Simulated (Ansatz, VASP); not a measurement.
# TePb in VASP and in Ansatz

INCAR

```
ALGO = Normal
EDIFF = 1E-6
ENCUT = 500
GGA = RP
GGA_COMPAT = F
ISIF = 2
ISMEAR = 0
LASPH = T
LCHARG = F
LREAL = F
LWAVE = F
NBANDS = 17
NELM = 120
PREC = Accurate
SIGMA = 0.01
```

File KPOINTS:

```
k-points
0
Gamma
  5 5 5
```

Contents of POSCAR:

```
TePb
1.0
    0.0000000000      3.2310000000      3.2310000000
    3.2310000000      0.0000000000      3.2310000000
    3.2310000000      3.2310000000      0.0000000000
Te Pb
1 1
Direct
    0.5000000000      0.5000000000      0.5000000000
    0.0000000000      0.0000000000      0.0000000000
```

Input for Ansatz:

```yaml
crystal:
  lattice:
    - [0.0, 3.231, 3.231]
    - [3.231, 0.0, 3.231]
    - [3.231, 3.231, 0.0]
  atoms:
    - { symbol: Te, position: [0.5, 0.5, 0.5] }
    - { symbol: Pb, position: [0.0, 0.0, 0.0] }
accuracy: low
kpoints:
  mp_grid:
    grid: [5, 5, 5]
hamiltonian:
  xc: rpbe
  pseudopotentials:
    kind: nc
scf:
  max_iter: 200
  n_extra_bands: 12
  mixing:
    algorithm: msr1
    beta: 0.2
  occupations:
    method: fixed
output:
  stress: true
```

Alike in both runs: task single point; functional RPBE; k mesh 5 × 5 × 5; no spin polarisation.

|  | VASP | Ansatz |
| --- | --- | --- |
| version | VASP 6.6.1 | Ansatz 0.2.0 |
| potentials or method | VASP PAW PBE potentials, release 64 (Te, Pb_d) | plane waves, norm-conserving potentials |
| plane-wave cutoff (eV) | 500 | 1120 |
| occupations | gaussian, width 0.01 eV | fixed |
| valence electrons in the cell | 20 | 30 |

|  | VASP | Ansatz | Ansatz less VASP |
| --- | --- | --- | --- |
| pressure (GPa) | 3.6 | 3.7 | +0.12 |

VASP's potentials were made for PBE, not for RPBE. VASP's potentials hold 20 valence electrons a cell and Ansatz's 30, so a difference there can come from the potentials and not from the codes.

Neither program's run includes spin-orbit coupling.
